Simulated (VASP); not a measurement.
Set up this calculation in VASP 6.6.1, as the native input.

```
Task                   : single point
Functional             : r2SCAN
Potentials or basis    : VASP PAW PBE potentials, release 64 (Li_sv, F)
Cutoff                 : 520 eV
k mesh                 : 10 × 10 × 10
Occupations            : gaussian, width 0.05 eV
Spin                   : no spin polarisation
Dipole correction      : no
Further INCAR settings : ALGO = Normal; EDIFF = 1e-07; NBANDS = 12
```

LiF:

```
Li F
1.0
     0.00000    2.01400    2.01400
     2.01400    0.00000    2.01400
     2.01400    2.01400    0.00000
Li F
1 1
Direct
  0.00000 0.00000 0.00000
  0.62413 0.62413 0.37587
```

This cell differs from its parent crystal: all F atoms moved -0.500 Å, as atom 2 towards its neighbour atom 1 (Li) at 2.014 Å.

The input as run:

POSCAR

```
LiF
1.0
    0.0000000000      2.0140000000      2.0140000000
    2.0140000000      0.0000000000      2.0140000000
    2.0140000000      2.0140000000      0.0000000000
Li F
1 1
Direct
    0.0000000000      0.0000000000      0.0000000000
    0.6241310824      0.6241310824      0.3758689176
```

INCAR.step1

```
SYSTEM = LiF
  ALGO = Normal
  EDIFF = 1E-4
  ENCUT = 520
  GGA = PE
  ISMEAR = 0
  LASPH = .TRUE.
  LCHARG = .FALSE.
  LREAL = .FALSE.
  LWAVE = .TRUE.
  NBANDS = 12
  NELM = 60
  PREC = Accurate
  SIGMA = 0.05
```

INCAR.step2

```
SYSTEM = LiF
  ALGO = Normal
  EDIFF = 1E-7
  ENCUT = 520
  ISIF = 2
  ISMEAR = 0
  ISTART = 1
  LASPH = .TRUE.
  LCHARG = .FALSE.
  LMIXTAU = .TRUE.
  LREAL = .FALSE.
  LWAVE = .FALSE.
  METAGGA = R2SCAN
  NBANDS = 12
  NELM = 60
  PREC = Accurate
  SIGMA = 0.05
```

KPOINTS

```
k-points
0
G
  10 10 10
  0 0 0
```

Potentials or basis: VASP PAW PBE potentials, release 64 (Li_sv, F).

Run with:

```bash
$ cat potpaw_PBE.64/Li_sv/POTCAR potpaw_PBE.64/F/POTCAR > POTCAR
$ cp INCAR.step1 INCAR
$ mpirun -np 1 vasp_std > vasp.out
$ cp INCAR.step2 INCAR
$ mpirun -np 1 vasp_std > vasp.out
```

It gave:

| Item | Value |
| --- | --- |
| Largest force | 3.848 eV/Å |
| Band gap on the k mesh | 9.81 eV, direct |

Caveat: the cell differs from its parent crystal (all F atoms moved -0.500 Å, as atom 2 towards its neighbour atom 1 (Li) at 2.014 Å); the PAW data sets were made with another functional, which shifts forces and pressure a little.

Run time: 100 s on 1 thread of Intel Xeon 8259CL, on a shared host, peak memory 0.14 GiB.
